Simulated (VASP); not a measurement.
Write the native input for VASP 6.6.1 that does the following.

```
Task                   : single point
Functional             : PBE
Potentials or basis    : VASP PAW PBE potentials, release 64 (Li_sv)
Cutoff                 : 520 eV
k mesh                 : 4 × 4 × 4
Occupations            : gaussian, width 0.2 eV
Spin                   : no spin polarisation
Dipole correction      : no
Further INCAR settings : ALGO = Fast; EDIFF = 1e-06; NBANDS = 22
```

The structure of Li lies in POSCAR:

```
Li
1.0
   -3.7516424187      3.7516424187      1.4368377361
   -3.7516424187     -3.7516424187      1.4368377361
    0.0000000000      0.0000000000      5.7473509444
Li
8
Direct
    0.7500000000      0.2500000000      0.3125000000
    0.7500000000      0.2500000000      0.8125000000
    0.2500000000      0.7500000000      0.3125000000
    0.2500000000      0.7500000000      0.8125000000
    0.2500000000      0.2500000000      0.0625000000
    0.2500000000      0.2500000000      0.5625000000
    0.7500000000      0.7500000000      0.3125000000
    0.7500000000      0.7500000000      0.8125000000
```

The input as run:

INCAR

```
PREC = Accurate
ENCUT = 520
EDIFF = 1E-6
ISMEAR = 0
SIGMA = 0.2
LREAL = F
LASPH = T
NELM = 80
ALGO = Fast
ISIF = 2
LWAVE = F
LCHARG = T
GGA = PE
LELF = T
LVHAR = T
NBANDS = 22
```

KPOINTS

```
regular mesh
0
Gamma
  4 4 4
```

Potentials or basis: VASP PAW PBE potentials, release 64 (Li_sv).

Launch:

```sh
$ cat potpaw_PBE.64/Li_sv/POTCAR > POTCAR
$ mpirun -np 1 vasp_std > vasp.out
```

It gave:

```json
{
  "Band gap on the k mesh": "zero (bands 12 and 13 overlap by 1.51 eV)"
}
```

Run time: 3.3 min on 1 thread of Intel Xeon 8259CL, with other jobs on the host, peak memory 0.28 GiB.
